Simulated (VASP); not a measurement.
# TiCo (Pm-3m) in VASP: a series of runs, part 2 of 2

VASP 6.6.1. Earlier steps stand in the parts before.

### Step 3. Single point, PBEsol, collinear spin, ferromagnetic start

This run uses another cell than the first one, of 12.62 Å³/atom.

Input file INCAR:

```
SYSTEM = TiCo
PREC     = Accurate       ! precision mode
ENCUT    = 520            ! plane-wave cutoff, eV
EDIFF    = 1E-7           ! SCF threshold, eV
ISMEAR   = 0              ! smearing method
SIGMA    = 0.1            ! smearing width, eV
LREAL    = .False.        ! projectors in reciprocal space
LASPH    = .True.         ! aspherical terms in the spheres
NELM     = 150            ! most SCF steps
ALGO     = Normal         ! electronic algorithm
ISIF     = 2              ! what is computed and relaxed
LWAVE    = .False.        ! write WAVECAR
LCHARG   = .False.        ! write CHGCAR
ISPIN    = 2              ! spin polarisation
MAGMOM   = 0 0.75         ! initial moments
LORBIT   = 11             ! projections on sites
LMAXMIX  = 4              ! l up to which the mixer works
GGA      = PS             ! functional
NBANDS   = 22             ! bands
```

Input file KPOINTS:

```
Automatic mesh
0
Gamma
  14 14 14
  0 0 0
```

Input file POSCAR:

```
TiCo
1.0
    2.9331068955      0.0000000000      0.0000000000
    0.0000000000      2.9331068955      0.0000000000
    0.0000000000      0.0000000000      2.9331068955
Ti Co
1 1
Direct
    0.0000000000      0.0000000000      0.0000000000
    0.5000000000      0.5000000000      0.5000000000
```

Potentials or basis: VASP PAW PBE potentials, release 64 (Ti_sv, Co).

Run with:

```bash
cat potpaw_PBE.64/Ti_sv/POTCAR potpaw_PBE.64/Co/POTCAR > POTCAR
mpirun -np 1 vasp_std > vasp.out
```

OUTCAR:

```text
SYSTEM = TiCo
   PREC = Accurate
   ENCUT = 520
   EDIFF = 1E-7
   ISMEAR = 0
   LREAL = .False.
   LASPH = .True.
   NELM = 150
   ISIF = 2
   ISPIN = 2
   LORBIT = 11
   GGA = PS

 ion  position               nearest neighbor table
   1  0.000  0.000  0.000-   2 2.54   2 2.54   2 2.54   2 2.54   2 2.54   2 2.54   2 2.54   2 2.54

   2  0.500  0.500  0.500-   1 2.54   1 2.54   1 2.54   1 2.54   1 2.54   1 2.54   1 2.54   1 2.54

  LATTYP: Found a simple cubic cell.
 ALAT       =     2.9331068955

  Lattice vectors:

 A1 = (   2.9331068955,   0.0000000000,   0.0000000000)
 A2 = (   0.0000000000,   2.9331068955,   0.0000000000)
 A3 = (   0.0000000000,   0.0000000000,   2.9331068955)

Analysis of symmetry for initial positions (statically):
=====================================================================
 Subroutine PRICEL returns:
 Original cell was already a primitive cell.

 Routine SETGRP: Setting up the symmetry group for a
 simple cubic supercell.

 Subroutine GETGRP returns: Found 48 space group operations
 (whereof 48 operations were pure point group operations)
[... 1391 lines left out ...]

 [... further k-points ...]

------------------------ aborting loop because EDIFF is reached ----------------------------------------

  FORCE on cell =-STRESS in cart. coord.  units (eV):
  Direction    XX          YY          ZZ          XY          YZ          ZX
  --------------------------------------------------------------------------------------
  -------------------------------------------------------------------------------------
  Total        0.0724075      0.0724075      0.0724075     -0.0000000      0.0000000     -0.0000000
  in kB        4.5973797      4.5973797      4.5973797     -0.0000000      0.0000000     -0.0000000
  external PRESSURE =       4.5973797 kB  Pullay stress =       0.0000000 kB

 VOLUME and BASIS-vectors are now :
 -----------------------------------------------------------------------------
  energy-cutoff  :      520.00
  volume of cell :       25.23
      direct lattice vectors                 reciprocal lattice vectors
     2.933106895  0.000000000  0.000000000     0.340935409  0.000000000  0.000000000
     0.000000000  2.933106895  0.000000000     0.000000000  0.340935409  0.000000000
     0.000000000  0.000000000  2.933106895     0.000000000  0.000000000  0.340935409

 POSITION                                       TOTAL-FORCE (eV/Angst)
 -----------------------------------------------------------------------------------
      0.00000      0.00000      0.00000         0.000000      0.000000      0.000000
      1.46655      1.46655      1.46655         0.000000      0.000000      0.000000
 -----------------------------------------------------------------------------------
    total drift:                                0.000000      0.000000     -0.000000

  FREE ENERGIE OF THE ION-ELECTRON SYSTEM (eV)
  ---------------------------------------------------
  free  energy   TOTEN  =       -16.9068102966 eV

  energy  without entropy=      -16.8953162643  energy(sigma->0) =      -16.90106328

 total charge

# of ion       s       p       d       tot
------------------------------------------
    1        2.261   6.199   1.906  10.366
    2        0.545   0.484   7.361   8.389
--------------------------------------------------
tot          2.806   6.683   9.267  18.755

 magnetization (x)

# of ion       s       p       d       tot
------------------------------------------
    1       -0.002  -0.007   0.001  -0.008
    2        0.021  -0.002   0.567   0.587
--------------------------------------------------
tot          0.020  -0.009   0.568   0.579
```

OSZICAR:

```text
N       E                     dE             d eps       ncg     rms          rms(c)
DAV:   1     0.164019617725E+03    0.16402E+03   -0.95362E+03 10846   0.121E+03
DAV:   2    -0.904794342848E+01   -0.17307E+03   -0.16451E+03 10748   0.305E+02
DAV:   3    -0.191451453989E+02   -0.10097E+02   -0.99131E+01 12954   0.789E+01
DAV:   4    -0.194197519771E+02   -0.27461E+00   -0.27411E+00 12026   0.119E+01
DAV:   5    -0.194283074121E+02   -0.85554E-02   -0.85550E-02 12724   0.199E+00    0.150E+01
DAV:   6    -0.182561462123E+02    0.11722E+01   -0.11556E+01 12080   0.442E+01    0.111E+01
DAV:   7    -0.184172754983E+02   -0.16113E+00   -0.17298E+01 12974   0.363E+01    0.164E+01
DAV:   8    -0.169097150978E+02    0.15076E+01   -0.74036E+00 12586   0.211E+01    0.187E+00
DAV:   9    -0.169107457692E+02   -0.10307E-02   -0.21909E-01 14720   0.396E+00    0.186E+00
DAV:  10    -0.169043538133E+02    0.63920E-02   -0.56004E-02 12978   0.231E+00    0.694E-01
DAV:  11    -0.169056295560E+02   -0.12757E-02   -0.57633E-03 14064   0.658E-01    0.406E-01
DAV:  12    -0.169066867154E+02   -0.10572E-02   -0.72838E-03 12734   0.710E-01    0.230E-01
DAV:  13    -0.169067598265E+02   -0.73111E-04   -0.23353E-03 15838   0.347E-01    0.823E-02
DAV:  14    -0.169067993247E+02   -0.39498E-04   -0.16261E-04 13782   0.107E-01    0.557E-02
DAV:  15    -0.169068076839E+02   -0.83592E-05   -0.23475E-04 13830   0.135E-01    0.136E-02
DAV:  16    -0.169068103142E+02   -0.26303E-05   -0.16963E-05 11760   0.357E-02    0.715E-03
DAV:  17    -0.169068102966E+02    0.17638E-07   -0.52626E-07 13088   0.627E-03
   1 F= -.16906810E+02 E0= -.16901063E+02  d E =-.114940E-01  mag=     0.5575
```

stdout:

```text
POSCAR found type information on POSCAR TiCo
 POSCAR found :  2 types and       2 ions
 scaLAPACK will be used
 -----------------------------------------------------------------------------
|                                                                             |
|                                                                             |
|     You enforced a specific xc type in the INCAR file but a different       |
|     I HOPE YOU KNOW WHAT YOU ARE DOING!                                     |
|                                                                             |
 -----------------------------------------------------------------------------

 LDA part: xc-table for (Slater+PW92), standard interpolation
 POSCAR, INCAR and KPOINTS ok, starting setup
 FFT: planning ... GRIDC
 FFT: planning ... GRID_SOFT
 FFT: planning ... GRID
 WAVECAR not read
 entering main loop
```

Run time: 66 s. Hardware: 1 thread of Intel Xeon Platinum 8488C (Sapphire Rapids), shared host; peak memory 0.23 GiB.

Results:

```yaml
Free_energy: -16.9068 eV
Pressure: 0.5 GPa
Net_moment: 0.56 μB per cell
Site_moments: Ti -0.01; Co +0.59 μB
Valence_electrons_inside_the_program's_atomic_spheres: Ti 10.37; Co 8.39
```

Caveat: the PAW data sets were made with another functional, which shifts forces and pressure a little.

### Step 4. Single point, PBEsol, collinear spin, ferromagnetic start

This run uses another cell than the first one, of 12.69 Å³/atom.

Input file INCAR:

```
SYSTEM = TiCo
  PREC = Accurate
  ENCUT = 520
  EDIFF = 1E-6
  ISMEAR = 0
  SIGMA = 0.1
  LREAL = .False.
  LASPH = .True.
  NELM = 150
  ALGO = Fast
  ISIF = 2
  LWAVE = .False.
  LCHARG = .False.
  ISPIN = 2
  MAGMOM = 0 0.27
  LORBIT = 11
  LMAXMIX = 4
  GGA = PS
  NBANDS = 22
```

KPOINTS is that of step 3.

Input file POSCAR:

```
TiCo
1.0
    2.9385073288      0.0000000000      0.0000000000
    0.0000000000      2.9385073288      0.0000000000
    0.0000000000      0.0000000000      2.9385073288
Ti Co
1 1
Direct
    0.0000000000      0.0000000000      0.0000000000
    0.5000000000      0.5000000000      0.5000000000
```

Run with:

```bash
cat potpaw_PBE.64/Ti_sv/POTCAR potpaw_PBE.64/Co/POTCAR > POTCAR
mpirun -np 1 vasp_std > vasp.out
```

It took 93 s on 1 thread of Intel Xeon Platinum 8488C (Sapphire Rapids), shared host; peak memory 0.22 GiB.

It converged, with:

- Free energy: -16.9067 eV
- Pressure: -0.6 GPa
- Net moment: 0.58 μB per cell
- Site moments: Ti -0.01; Co +0.61 μB
- Valence electrons inside the program's atomic spheres: Ti 10.36; Co 8.38

Levels at points of the mesh, in eV from the Fermi level:
Spin up:
```tsv
k point	band 8	band 9	band 10	band 11	band 12	band 13	band 14	band 15
(0.00, 0.00, 0.00)	-1.80	-1.80	-1.80	0.60	0.60	2.85	2.85	2.85
(0.50, 0.00, 0.00)	-1.90	-1.90	-1.39	-0.86	-0.29	0.65	0.65	2.34
(0.50, 0.50, 0.00)	-2.77	-1.18	-0.55	0.68	0.68	1.20	2.65	2.65
(0.50, 0.50, 0.50)	-2.26	-2.26	-2.26	-1.15	-1.15	3.35	3.35	7.32
```
Spin down:
| k point | band 7 | band 8 | band 9 | band 10 | band 11 | band 12 | band 13 | band 14 |
| --- | --- | --- | --- | --- | --- | --- | --- | --- |
| (0.00, 0.00, 0.00) | -3.88 | -1.42 | -1.42 | -1.42 | 0.96 | 0.96 | 2.93 | 2.93 |
| (0.50, 0.00, 0.00) | -2.24 | -1.49 | -1.49 | -0.96 | -0.91 | 0.43 | 0.67 | 0.67 |
| (0.50, 0.50, 0.00) | -2.46 | -2.46 | -0.27 | 0.11 | 0.69 | 0.69 | 1.33 | 2.79 |
| (0.50, 0.50, 0.50) | -2.44 | -2.24 | -2.24 | -2.24 | -0.24 | -0.24 | 3.32 | 3.32 |

Caveat: the PAW data sets were made with another functional, which shifts forces and pressure a little.

### Step 5. Single point, PBEsol, collinear spin, ferromagnetic start

This run uses another cell than the first one, of 12.76 Å³/atom.

Input file INCAR:

```
SYSTEM = TiCo
PREC = Accurate
ENCUT = 520
EDIFF = 1E-6
ISMEAR = 0
SIGMA = 0.1
LREAL = .FALSE.
LASPH = .TRUE.
NELM = 150
ALGO = Normal
ISIF = 2
LWAVE = .FALSE.
LCHARG = .TRUE.
ISPIN = 2
MAGMOM = 0 0.75
LORBIT = 11
LMAXMIX = 4
GGA = PS
LELF = .TRUE.
LVHAR = .TRUE.
NBANDS = 22
```

Input file KPOINTS:

```
regular mesh
0
G
  14 14 14
  0 0 0
```

Input file POSCAR:

```
TiCo
1.0
    2.9441622598      0.0000000000      0.0000000000
    0.0000000000      2.9441622598      0.0000000000
    0.0000000000      0.0000000000      2.9441622598
Ti Co
1 1
Direct
    0.0000000000      0.0000000000      0.0000000000
    0.5000000000      0.5000000000      0.5000000000
```

Run with:

```bash
cat potpaw_PBE.64/Ti_sv/POTCAR potpaw_PBE.64/Co/POTCAR > POTCAR
mpirun -np 1 vasp_std > vasp.out
```

Wall time 79 s (1 thread of Intel Xeon Platinum 8488C (Sapphire Rapids), shared host); peak memory 0.22 GiB.

The run converged. Its results:

```
Free energy                                           : -16.9057 eV
Pressure                                              : -1.5 GPa
Net moment                                            : 0.60 μB per cell
Site moments                                          : Ti -0.01; Co +0.63 μB
Valence electrons inside the program's atomic spheres : Ti 10.35; Co 8.37
```

Levels at points of the mesh, in eV from the Fermi level:
Spin up:
```
           k point  band 7  band 8  band 9  band 10  band 11  band 12  band 13  band 14  band 15  band 16
(0.00, 0.00, 0.00)   -4.26   -1.80   -1.80    -1.80     0.59     0.59     2.83     2.83     2.83     9.20
(0.50, 0.00, 0.00)   -2.97   -1.90   -1.90    -1.40    -0.84    -0.32     0.65     0.65     2.33     4.08
(0.50, 0.50, 0.00)   -2.75   -2.75   -1.20    -0.56     0.67     0.67     1.19     2.63     2.63     3.25
(0.50, 0.50, 0.50)   -2.77   -2.24   -2.24    -2.24    -1.17    -1.17     3.33     3.33     7.27     8.65
```
Spin down:
| k point | band 6 | band 7 | band 8 | band 9 | band 10 | band 11 | band 12 | band 13 | band 14 | band 15 |
| --- | --- | --- | --- | --- | --- | --- | --- | --- | --- | --- |
| (0.00, 0.00, 0.00) | -3.84 | -3.84 | -1.41 | -1.41 | -1.41 | 0.96 | 0.96 | 2.91 | 2.91 | 2.91 |
| (0.50, 0.00, 0.00) | -3.91 | -2.21 | -1.48 | -1.48 | -0.94 | -0.90 | 0.43 | 0.67 | 0.67 | 2.34 |
| (0.50, 0.50, 0.00) | -3.88 | -2.44 | -2.44 | -0.26 | 0.12 | 0.68 | 0.68 | 1.32 | 2.78 | 2.78 |
| (0.50, 0.50, 0.50) | -2.42 | -2.42 | -2.23 | -2.23 | -2.23 | -0.23 | -0.23 | 3.30 | 3.30 | 7.47 |

Caveat: the PAW data sets were made with another functional, which shifts forces and pressure a little.

### Step 6. Overview

| cell | gap on the mesh (eV) | pressure (GPa) | moment (μB) |
| --- | --- | --- | --- |
| a = 2.918 Å, 2 atoms | none | 3.4 | 0.51 |
| a = 2.933 Å, 2 atoms | none | 0.5 | 0.56 |
| a = 2.939 Å, 2 atoms | none | -0.6 | 0.58 |
| a = 2.944 Å, 2 atoms | none | -1.5 | 0.60 |

Alike in all rows: task single point; level PBEsol; potentials or basis VASP PAW PBE potentials, release 64 (Ti_sv, Co); spin collinear, ferromagnetic start; k mesh 14 × 14 × 14; cutoff (eV) 520; smearing gaussian 0.1 eV.

Caveats: the PAW data sets were made with another functional, which shifts forces and pressure a little; the cell stands under pressure (at least some runs).

Absolute energies hang on the potentials; compare differences alone.
